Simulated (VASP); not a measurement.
# InSb3 (P1) in VASP: single point with PBE

Aim: the single point of InSb3 with PBE.

All numbers are computed with VASP 6.6.1; they aren't measurements. Logs are shortened: lines on timing, memory, paths and dates and some standing lists are left out, and cuts for length are marked.

**1. The cell of the first run**

The typed cell holds 4 atoms: a = 5.366 Å, b = 5.366 Å, c = 5.366 Å, α = 60.00°, β = 60.00°, γ = 60.00°.

**2. Single point, PBE, non-collinear spin, zero start, spin-orbit coupling**

INCAR reads:

```
ALGO = Normal
EDIFF = 1E-6
ENCUT = 500
GGA = PE
GGA_COMPAT = F
ISIF = 2
ISMEAR = 0
LASPH = T
LCHARG = F
LORBIT = 11
LORBMOM = T
LREAL = F
LSORBIT = T
LWAVE = F
MAGMOM = 0 0 0 0 0 0 0 0 0 0 0 0
NBANDS = 42
NELM = 200
PREC = Accurate
SIGMA = 0.1
```

KPOINTS reads:

```
k-points
0
Gamma
  1 1 1
```

POSCAR reads:

```
InSb3
1.0
    0.0000000000      3.7945550000      3.7945550000
    3.7945550000      0.0000000000      3.7945550000
    3.7945550000      3.7945550000      0.0000000000
In Sb
1 3
Direct
   -0.0023876578     -0.0182263195      0.0309010374
    0.1433300461      0.3026939890      0.1985264621
    0.7542089571      0.8064855177      0.6522083511
    0.5410660011      0.5294433413      0.4662085359
```

Potentials or basis: VASP PAW PBE potentials, release 64 (In_d, Sb).

Run with:

```
$ cat potpaw_PBE.64/In_d/POTCAR potpaw_PBE.64/Sb/POTCAR > POTCAR
$ mpirun -np 1 vasp_ncl > vasp.out
```

OUTCAR:

```text
EDIFF = 1E-6
   ENCUT = 500
   GGA = PE
   ISIF = 2
   ISMEAR = 0
   LASPH = T
   LORBIT = 11
   LREAL = F
   LSORBIT = T
   NELM = 200
   PREC = Accurate

 ion  position               nearest neighbor table
   1  0.998  0.982  0.031-   3 2.73   2 2.83   2 3.05   3 3.37   4 3.45   3 3.54   3 3.65   2 3.70
                             4 3.73   4 3.75   2 3.78   4 3.88   4 3.89
   2  0.143  0.303  0.199-   4 2.68   1 2.83   1 3.05   4 3.30   3 3.37   4 3.48   3 3.58   3 3.67
                             1 3.70   1 3.78
   3  0.754  0.806  0.652-   1 2.73   4 2.97   4 3.19   1 3.37   2 3.37   4 3.47   1 3.54   4 3.58
                             2 3.58   1 3.65   2 3.67
   4  0.541  0.529  0.466-   2 2.68   3 2.97   3 3.19   2 3.30   1 3.45   3 3.47   2 3.48   3 3.58
                             1 3.73   1 3.75   1 3.88   1 3.89

  LATTYP: Found a face centered cubic cell.
 ALAT       =     7.5891100000

  Lattice vectors:

 A1 = (   0.0000000000,   3.7945550000,   3.7945550000)
 A2 = (   3.7945550000,   0.0000000000,   3.7945550000)
 A3 = (   3.7945550000,   3.7945550000,   0.0000000000)

Analysis of symmetry for initial positions (statically):
=====================================================================
 Subroutine PRICEL returns:
 Original cell was already a primitive cell.

 Routine SETGRP: Setting up the symmetry group for a
 face centered cubic supercell.

 Subroutine GETGRP returns: Found  1 space group operations
 (whereof  1 operations were pure point group operations)
 out of a pool of 48 trial point group operations.

The static configuration has the point symmetry C_1 .

Analysis of symmetry for dynamics (positions and initial velocities):
=====================================================================
 Subroutine PRICEL returns:
 Original cell was already a primitive cell.

 Routine SETGRP: Setting up the symmetry group for a
 face centered cubic supercell.

 Subroutine GETGRP returns: Found  1 space group operations
 (whereof  1 operations were pure point group operations)
 out of a pool of 48 trial point group operations.

The dynamic configuration has the point symmetry C_1 .

Analysis of structural, dynamic, and magnetic symmetry:
=====================================================================
 Subroutine PRICEL returns:
 Original cell was already a primitive cell.

 Routine SETGRP: Setting up the symmetry group for a
 face centered cubic supercell.

 Subroutine GETGRP returns: Found  1 space group operations
 (whereof  1 operations were pure point group operations)
 out of a pool of 48 trial point group operations.

The overall configuration has the point symmetry C_1 .

 Subroutine INISYM returns: Found  1 space group operations
 (whereof  1 operations are pure point group operations),
 and found     1 'primitive' translations

----------------------------------------------------------------------------------------

                                     Primitive cell

  volume of cell :     109.2729

  direct lattice vectors                    reciprocal lattice vectors
     0.000000000  3.794555000  3.794555000    -0.131767757  0.131767757  0.131767757
     3.794555000  0.000000000  3.794555000     0.131767757 -0.131767757  0.131767757
     3.794555000  3.794555000  0.000000000     0.131767757  0.131767757 -0.131767757

  length of vectors
     5.366311144  5.366311144  5.366311144     0.228228449  0.228228449  0.228228449

  position of ions in fractional coordinates (direct lattice)
     0.997612342  0.981773680  0.030901037
     0.143330046  0.302693989  0.198526462
     0.754208957  0.806485518  0.652208351
     0.541066001  0.529443341  0.466208536

  ion indices of the primitive-cell ions
   primitive index   ion index
                 1           1
                 2           2
                 3           3
                 4           4

----------------------------------------------------------------------------------------

[... 92 lines left out ...]
  ---------------------------------------------------
  free energy    TOTEN  =        -9.25395119 eV

  energy without entropy =       -9.23216931  energy(sigma->0) =       -9.24306025

 E-fermi :   6.7829     XC(G=0):  -9.8514

 val. band max:        6.6548170678   @ k =   0.0000   0.0000   0.0000
 cond. band min:       6.9110352088   @ k =   0.0000   0.0000   0.0000
 fundamental gap:      0.2562181410
 Fermi energy:         6.7829491791

 k-point     1 :       0.0000    0.0000    0.0000
  band No.  band energies     occupation
      1      -6.8367      1.00000
      2      -6.8367      1.00000
      3      -6.7840      1.00000
      4      -6.7840      1.00000
      5      -6.0166      1.00000
      6      -6.0166      1.00000
[... 32 lines left out ...]
     39      11.6692      0.00000
     40      11.6693      0.00000
 [bands above 40 left out]

------------------------ aborting loop because EDIFF is reached ----------------------------------------

  FORCE on cell =-STRESS in cart. coord.  units (eV):
  Direction    XX          YY          ZZ          XY          YZ          ZX
  --------------------------------------------------------------------------------------
  -------------------------------------------------------------------------------------
  Total       20.1962572      9.5412518     20.2913257      3.2618249     -1.2394563     -1.7783139
  in kB      296.1208059    139.8953856    297.5147159     47.8254069    -18.1731097    -26.0739277
  external PRESSURE =     244.5103025 kB  Pullay stress =       0.0000000 kB

 VOLUME and BASIS-vectors are now :
 -----------------------------------------------------------------------------
  energy-cutoff  :      500.00
  volume of cell :      109.27
      direct lattice vectors                 reciprocal lattice vectors
     0.000000000  3.794555000  3.794555000    -0.131767757  0.131767757  0.131767757
     3.794555000  0.000000000  3.794555000     0.131767757 -0.131767757  0.131767757
     3.794555000  3.794555000  0.000000000     0.131767757  0.131767757 -0.131767757

 POSITION                                       TOTAL-FORCE (eV/Angst)
 -----------------------------------------------------------------------------------
      3.84265      3.90275      7.51089        -0.248832      1.614323      0.080352
      1.90191      1.29719      1.69246        -1.176187     -1.943473     -0.036016
      5.53509      5.33673      5.92214         0.054838      0.323113      0.701116
      3.77806      3.82216      4.06211         1.370181      0.006036     -0.745453
 -----------------------------------------------------------------------------------
    total drift:                                0.000448      0.001249     -0.000279

  FREE ENERGIE OF THE ION-ELECTRON SYSTEM (eV)
  ---------------------------------------------------
  free  energy   TOTEN  =        -9.2539511861 eV

  energy  without entropy=       -9.2321693147  energy(sigma->0) =       -9.24306025

 orbital moment (x)

 # of ion     p       d       tot
 ----------------------------------------
  1        -0.000   0.000  -0.000
  2        -0.000  -0.000  -0.000
  3         0.000   0.000   0.000
  4         0.000   0.000   0.000
 ----------------------------------------
           -0.000   0.000  -0.000

 orbital moment (y)

 # of ion     p       d       tot
 ----------------------------------------
  1         0.000   0.000   0.000
  2         0.000  -0.000   0.000
  3         0.000   0.000   0.000
  4         0.000   0.000   0.000
 ----------------------------------------
            0.000   0.000   0.000

 orbital moment (z)

 # of ion     p       d       tot
 ----------------------------------------
  1         0.000  -0.000   0.000
  2         0.000  -0.000   0.000
  3         0.000  -0.000   0.000
  4         0.000  -0.000   0.000
 ----------------------------------------
            0.000  -0.000   0.000

 Spin-Orbit-Coupling matrix elements

 Ion:    1  E_soc:     -0.1115093
 l=   1
     0.0000000    -0.0102397    -0.0095970
    -0.0102397     0.0000000    -0.0172634
    -0.0095970    -0.0172634     0.0000000
 l=   2
     0.0000000    -0.0015939     0.0000000    -0.0010793    -0.0049542
    -0.0015939     0.0000000    -0.0035096    -0.0010280    -0.0009782
     0.0000000    -0.0035096     0.0000000    -0.0042565     0.0000000
    -0.0010793    -0.0010280    -0.0042565     0.0000000    -0.0012549
    -0.0049542    -0.0009782     0.0000000    -0.0012549     0.0000000
 l=   3
     0.0000000     0.0000000     0.0000000     0.0000000     0.0000000     0.0000000     0.0000000
     0.0000000     0.0000000     0.0000000     0.0000000     0.0000000     0.0000000     0.0000000
     0.0000000     0.0000000     0.0000000     0.0000000     0.0000000     0.0000000     0.0000000
     0.0000000     0.0000000     0.0000000     0.0000000     0.0000000     0.0000000     0.0000000
[... 49 lines left out ...]
 l=   2
     0.0000000     0.0000931     0.0000000    -0.0000713    -0.0001137
     0.0000931     0.0000000    -0.0000529    -0.0000512    -0.0000755
     0.0000000    -0.0000529     0.0000000    -0.0001801     0.0000000
    -0.0000713    -0.0000512    -0.0001801     0.0000000    -0.0000763
    -0.0001137    -0.0000755     0.0000000    -0.0000763     0.0000000
 l=   3
     0.0000000     0.0000000     0.0000000     0.0000000     0.0000000     0.0000000     0.0000000
     0.0000000     0.0000000     0.0000000     0.0000000     0.0000000     0.0000000     0.0000000
     0.0000000     0.0000000     0.0000000     0.0000000     0.0000000     0.0000000     0.0000000
     0.0000000     0.0000000     0.0000000     0.0000000     0.0000000     0.0000000     0.0000000
     0.0000000     0.0000000     0.0000000     0.0000000     0.0000000     0.0000000     0.0000000
     0.0000000     0.0000000     0.0000000     0.0000000     0.0000000     0.0000000     0.0000000
     0.0000000     0.0000000     0.0000000     0.0000000     0.0000000     0.0000000     0.0000000

 total charge

# of ion       s       p       d       tot
------------------------------------------
    1        1.233   0.455   9.872  11.560
    2        1.303   1.156   0.041   2.500
    3        1.314   1.130   0.035   2.480
    4        1.297   1.162   0.044   2.502
--------------------------------------------------
tot          5.147   3.904   9.991  19.041

 magnetization (x)

# of ion       s       p       d       tot
------------------------------------------
    1       -0.000   0.000   0.000   0.000
    2       -0.000   0.000   0.000   0.000
    3       -0.000   0.000   0.000   0.000
    4       -0.000   0.000   0.000   0.000
--------------------------------------------------
tot         -0.000   0.000   0.000   0.000

 magnetization (y)

# of ion       s       p       d       tot
------------------------------------------
    1       -0.000  -0.000   0.000  -0.000
    2       -0.000  -0.000  -0.000  -0.000
    3       -0.000   0.000  -0.000   0.000
    4       -0.000  -0.000  -0.000  -0.000
--------------------------------------------------
tot         -0.000  -0.000  -0.000  -0.000

 magnetization (z)

# of ion       s       p       d       tot
------------------------------------------
    1       -0.000  -0.000  -0.000  -0.000
    2       -0.000   0.000   0.000   0.000
    3       -0.000  -0.000   0.000  -0.000
    4        0.000   0.000  -0.000   0.000
--------------------------------------------------
tot         -0.000   0.000  -0.000   0.000
```

Run time: 36 s. Hardware: 1 thread of Intel Xeon 6975P-C (Granite Rapids), shared host; peak memory 0.47 GiB.

Results:

- Free energy: -9.2540 eV
- Pressure: 24.5 GPa
- Largest force: 2.272 eV/Å
- Net moment: 0.00 μB per cell
- Valence electrons inside the program's atomic spheres: In 11.56; Sb 2.50, 2.48

Forces on the atoms (eV/Å):
```
In  -0.249  1.614  0.080
Sb  -1.176 -1.943 -0.036
Sb   0.055  0.323  0.701
Sb   1.370  0.006 -0.745
```

Moments on the atoms (μB; x, y, z):
```
In  0.00 0.00 0.00
Sb  0.00 0.00 0.00
Sb  0.00 0.00 0.00
Sb  0.00 0.00 0.00
```

Caveat: the k points lie up to 1.43 Å⁻¹ apart; forces of over 1 eV/Å act on the atoms, so gaps and moduli don't describe the material at rest.
